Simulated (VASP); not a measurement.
# GaP (F-43m) in VASP: further runs

GaP is run at these levels: PBE; tasks: single point.

All numbers are computed with VASP 6.6.1; they aren't measurements. Logs are shortened: lines on timing, memory, paths and dates and some standing lists are left out, and cuts for length are marked.

**1. The cell of the first run**

It takes space group F-43m (No. 216, cubic). Conventional cell: a = 5.506 Å, b = 5.506 Å, c = 5.506 Å, α = 90.00°, β = 90.00°, γ = 90.00°. Within 3.1 Å of Ga (site symmetry -43m) lie 4 P at 2.38 Å. Within 3.1 Å of P (site symmetry -43m) lie 4 Ga at 2.38 Å.

**2. Single point, PBE**

File INCAR:

```
SYSTEM = GaP
PREC = Accurate ; ENCUT = 520
EDIFF = 1E-7 ; ISMEAR = 0
SIGMA = 0.01 ; LREAL = .False.
LASPH = .True. ; NELM = 80
ALGO = Normal ; ISIF = 2
LWAVE = .False. ; LCHARG = .False.
GGA = PE ; NBANDS = 16
```

File KPOINTS:

```
regular mesh
0
Gamma
  8 8 8
  0 0 0
```

File POSCAR:

```
GaP
1.0
    0.0000000000      2.7530369374      2.7530369374
    2.7530369374      0.0000000000      2.7530369374
    2.7530369374      2.7530369374      0.0000000000
Ga P
1 1
Direct
    0.0000000000      0.0000000000      0.0000000000
    0.7500000000      0.7500000000      0.7500000000
```

Potentials or basis: VASP PAW PBE potentials, release 64 (Ga_d, P).

Started as:

```bash
$ cat potpaw_PBE.64/Ga_d/POTCAR potpaw_PBE.64/P/POTCAR > POTCAR
$ mpirun -np 1 vasp_std > vasp.out
```

OUTCAR:

```text
SYSTEM = GaP
   PREC = Accurate
   ENCUT = 520
   EDIFF = 1E-7
   ISMEAR = 0
   LREAL = .False.
   LASPH = .True.
   NELM = 80
   ISIF = 2
   GGA = PE

 ion  position               nearest neighbor table
   1  0.000  0.000  0.000-   2 2.38   2 2.38   2 2.38   2 2.38
   2  0.750  0.750  0.750-   1 2.38   1 2.38   1 2.38   1 2.38

  LATTYP: Found a face centered cubic cell.
 ALAT       =     5.5060738748

  Lattice vectors:

 A1 = (   0.0000000000,   2.7530369374,   2.7530369374)
 A2 = (   2.7530369374,   0.0000000000,   2.7530369374)
 A3 = (   2.7530369374,   2.7530369374,   0.0000000000)

Analysis of symmetry for initial positions (statically):
=====================================================================
 Subroutine PRICEL returns:
 Original cell was already a primitive cell.

 Routine SETGRP: Setting up the symmetry group for a
 face centered cubic supercell.

 Subroutine GETGRP returns: Found 24 space group operations
 (whereof 24 operations were pure point group operations)
 out of a pool of 48 trial point group operations.

The static configuration has the point symmetry T_d .

Analysis of symmetry for dynamics (positions and initial velocities):
=====================================================================
 Subroutine PRICEL returns:
 Original cell was already a primitive cell.

 Routine SETGRP: Setting up the symmetry group for a
 face centered cubic supercell.

 Subroutine GETGRP returns: Found 24 space group operations
 (whereof 24 operations were pure point group operations)
 out of a pool of 48 trial point group operations.

The dynamic configuration has the point symmetry T_d .

 Subroutine INISYM returns: Found 24 space group operations
 (whereof 24 operations are pure point group operations),
 and found     1 'primitive' translations

----------------------------------------------------------------------------------------

                                     Primitive cell

  volume of cell :      41.7317

  direct lattice vectors                    reciprocal lattice vectors
     0.000000000  2.753036937  2.753036937    -0.181617614  0.181617614  0.181617614
     2.753036937  0.000000000  2.753036937     0.181617614 -0.181617614  0.181617614
     2.753036937  2.753036937  0.000000000     0.181617614  0.181617614 -0.181617614

  length of vectors
     3.893382175  3.893382175  3.893382175     0.314570935  0.314570935  0.314570935

[... 73 lines left out ...]
   ICHARG =      2    charge: 1-file 2-atom 10-const
   ISPIN  =      1    spin polarized calculation?
   LNONCOLLINEAR =      F non collinear calculations
   LSORBIT =      F    spin-orbit coupling
   LASPH  =      T    aspherical Exc in radial PAW
   ENCUT  =  520.0 eV  38.22 Ry    6.18 a.u.   7.24  7.24  7.24*2*pi/ulx,y,z
   NELM   =     80;   NELMIN=  2; NELMDL= -5     # of ELM steps
   EDIFF  = 0.1E-06   stopping-criterion for ELM
   LREAL  =      F    real-space projection
   EDIFFG = 0.1E-05   stopping-criterion for IOM
   NSW    =      0    number of steps for IOM
   IBRION =     -1    ionic relax: 0-MD 1-quasi-New 2-CG
   NFREE  =      0    steps in history (QN), initial steepest desc. (CG)
   ISIF   =      2    stress and relaxation
   ISYM   =      2    0-nonsym 1-usesym 2-fastsym
   POTIM  = 0.5000    time-step for ionic-motion
   TEBEG  =    0.0;   TEEND  =   0.0 temperature during run
   PSTRESS=    0.0 pullay stress
   NELECT =      18.0000    total number of electrons
   NUPDOWN=      -1.0000    fix difference up-down
   EMIN   =  10.00;   EMAX   =-10.00  energy-range for DOS
   EFERMI =   0.00;   METHOD = LEGACY
   ISMEAR =     0;   SIGMA  =   0.01  broadening in eV -4-tet -1-fermi 0-gaus
   EFERMI_NEDOS =   21; number of points for ismear=-14 and -15
   IALGO  =     38    algorithm
   IMIX   =      4    mixing-type and parameters
     AMIX     =   0.40;   BMIX     =  1.00
     AMIX_MAG =   1.60;   BMIX_MAG =  1.00
  volume/ion in A,a.u.               =      20.87       140.81
  Fermi-wavevector in a.u.,A,eV,Ry     =   1.236926  2.337451 20.816714  1.529985
  Thomas-Fermi vector in A             =   2.371514
   LORBIT       =      0    0 simple, 1 ext, 2 COOP (PROOUT), +10 PAW based schemes
   GGA     = PE    functional components
   LHFCALC =     F    Hartree Fock is set to
   AEXX    =    0.0000 exact exchange contribution
   IVDW    =     0    specifies the selected vdW correction
   LEPSILON=     F    determine dielectric tensor
   LRPA    =     F    only Hartree local field effects (RPA)
 non-spin polarized calculation
 Gauss-broadening in eV      SIGMA  =   0.01
  energy-cutoff  :      520.00
  volume of cell :       41.73
 maximum number of plane-waves:      1158
 NGX is ok and might be reduce to    30
   NGX = 15   NGY = 15   NGZ = 15

 number of electron      18.0000003 magnetization

 Free energy of the ion-electron system (eV)
  ---------------------------------------------------
  ext. energy  EPLUGINS =         0.00000000
  ---------------------------------------------------
  free energy    TOTEN  =        -9.12558681 eV

  energy without entropy =       -9.12558681  energy(sigma->0) =       -9.12558681

 E-fermi :   4.4073     XC(G=0):  -9.6948

 val. band max:        4.3469069489   @ k =   0.0000   0.0000   0.0000
 cond. band min:       5.9224654912   @ k =   0.0000   0.0000   0.0000
 fundamental gap:      1.5755585422
 Fermi energy:         4.4073442628

 k-point     1 :       0.0000    0.0000    0.0000
  band No.  band energies     occupation
      1     -10.1565      2.00000
      2     -10.1565      2.00000
      3     -10.1565      2.00000
      4     -10.0658      2.00000
      5     -10.0658      2.00000
      6      -7.9201      2.00000
[... 433 lines left out ...]
      3     -10.1177      2.00000
      4     -10.0702      2.00000
      5     -10.0592      2.00000
      6      -5.5639      2.00000
[... 8 lines left out ...]
     15      16.2399      0.00000
     16      16.6807      0.00000

 [... further k-points ...]
[... 5 lines left out ...]
  --------------------------------------------------------------------------------------
  -------------------------------------------------------------------------------------
  Total       -0.0017384     -0.0017384     -0.0017384      0.0000000      0.0000000     -0.0000000
  in kB       -0.0667423     -0.0667423     -0.0667423      0.0000000      0.0000000     -0.0000000
  external PRESSURE =      -0.0667423 kB  Pullay stress =       0.0000000 kB

 VOLUME and BASIS-vectors are now :
 -----------------------------------------------------------------------------
  energy-cutoff  :      520.00
  volume of cell :       41.73
      direct lattice vectors                 reciprocal lattice vectors
     0.000000000  2.753036937  2.753036937    -0.181617614  0.181617614  0.181617614
     2.753036937  0.000000000  2.753036937     0.181617614 -0.181617614  0.181617614
     2.753036937  2.753036937  0.000000000     0.181617614  0.181617614 -0.181617614

 POSITION                                       TOTAL-FORCE (eV/Angst)
 -----------------------------------------------------------------------------------
      0.00000      0.00000      0.00000         0.000000      0.000000      0.000000
      4.12956      4.12956      4.12956        -0.000000     -0.000000     -0.000000
 -----------------------------------------------------------------------------------
    total drift:                               -0.000002     -0.000002     -0.000002

  FREE ENERGIE OF THE ION-ELECTRON SYSTEM (eV)
  ---------------------------------------------------
  free  energy   TOTEN  =        -9.1255868062 eV

  energy  without entropy=       -9.1255868062  energy(sigma->0) =       -9.12558681
```

OSZICAR:

```text
N       E                     dE             d eps       ncg     rms          rms(c)
DAV:   1     0.801071434963E+02    0.80107E+02   -0.89464E+03   960   0.160E+03
DAV:   2    -0.309237123095E+01   -0.83200E+02   -0.79706E+02  1040   0.305E+02
DAV:   3    -0.928576203259E+01   -0.61934E+01   -0.61681E+01  1176   0.652E+01
DAV:   4    -0.938430963258E+01   -0.98548E-01   -0.98511E-01  1136   0.894E+00
DAV:   5    -0.938635471657E+01   -0.20451E-02   -0.20450E-02  1200   0.111E+00    0.411E+00
DAV:   6    -0.914951243379E+01    0.23684E+00   -0.37736E-01  1448   0.101E+01    0.270E+00
DAV:   7    -0.912469152330E+01    0.24821E-01   -0.89278E-02  1232   0.196E+00    0.109E+00
DAV:   8    -0.912503161466E+01   -0.34009E-03   -0.12944E-02  1112   0.136E+00    0.175E-01
DAV:   9    -0.912543546521E+01   -0.40385E-03   -0.13047E-03  1160   0.504E-01    0.820E-02
DAV:  10    -0.912551280524E+01   -0.77340E-04   -0.11265E-04  1392   0.110E-01    0.414E-02
DAV:  11    -0.912558682493E+01   -0.74020E-04   -0.10238E-04  1120   0.836E-02    0.499E-03
DAV:  12    -0.912558646276E+01    0.36217E-06   -0.28442E-06  1168   0.216E-02    0.275E-03
DAV:  13    -0.912558677251E+01   -0.30975E-06   -0.83438E-07  1160   0.764E-03    0.189E-03
DAV:  14    -0.912558680622E+01   -0.33705E-07   -0.28791E-08   960   0.133E-03
   1 F= -.91255868E+01 E0= -.91255868E+01  d E =-.452582E-20
```

stdout:

```text
POSCAR found type information on POSCAR GaP
 POSCAR found :  2 types and       2 ions
 scaLAPACK will be used
 LDA part: xc-table for (Slater+PW92), standard interpolation
 POSCAR, INCAR and KPOINTS ok, starting setup
 FFT: planning ... GRIDC
 FFT: planning ... GRID_SOFT
 FFT: planning ... GRID
 WAVECAR not read
 entering main loop
```

Run time: 20 s. Hardware: 1 thread of Intel Xeon Platinum 8488C (Sapphire Rapids), shared host; peak memory 0.17 GiB.

What came out:

```yaml
Free_energy: -9.1256 eV
Pressure: 0.0 GPa
Band_gap_on_the_k_mesh: 1.58 eV, direct
```

**3. Single point, PBE**

This run uses another cell than the first one, of 20.60 Å³/atom, 0.987 times its volume.

File INCAR:

```
SYSTEM = GaP
ALGO = Normal ; EDIFF = 1E-7
ENCUT = 520 ; GGA = PE
ISIF = 2 ; ISMEAR = 0
LASPH = .TRUE. ; LCHARG = .FALSE.
LREAL = .FALSE. ; LWAVE = .FALSE.
NBANDS = 16 ; NELM = 100
PREC = Accurate ; SIGMA = 0.01
```

File KPOINTS:

```
k-points
0
G
  8 8 8
  0 0 0
```

File POSCAR:

```
GaP
1.0
    0.0000000000      2.7414091630      2.7414091630
    2.7414091630      0.0000000000      2.7414091630
    2.7414091630      2.7414091630      0.0000000000
Ga P
1 1
Direct
    0.0000000000      0.0000000000      0.0000000000
    0.7500000000      0.7500000000      0.7500000000
```

Potentials or basis: VASP PAW PBE potentials, release 64 (Ga_d, P).

Started as:

```bash
$ cat potpaw_PBE.64/Ga_d/POTCAR potpaw_PBE.64/P/POTCAR > POTCAR
$ mpirun -np 1 vasp_std > vasp.out
```

Wall time 19 s (1 thread of Intel Xeon Platinum 8488C (Sapphire Rapids), shared host); peak memory 0.16 GiB.

The run converged. Its results:

```yaml
Free_energy: -9.1240 eV
Pressure: 1.0 GPa
Band_gap_on_the_k_mesh: 1.62 eV, indirect (least direct gap 1.68 eV)
```

Levels at points of the mesh, in eV from the valence-band top:
```tsv
k point	band 7	band 8	band 9	band 10	band 11	band 12
(0.00, 0.00, 0.00)	0.00	0.00	0.00	1.68	3.89	3.89
(0.50, 0.00, 0.00)	-6.53	-1.09	-1.09	1.62	4.73	4.73
(0.50, 0.50, 0.00)	-6.67	-2.62	-2.62	1.69	1.84	10.46
```

A k mesh can miss the band edges.
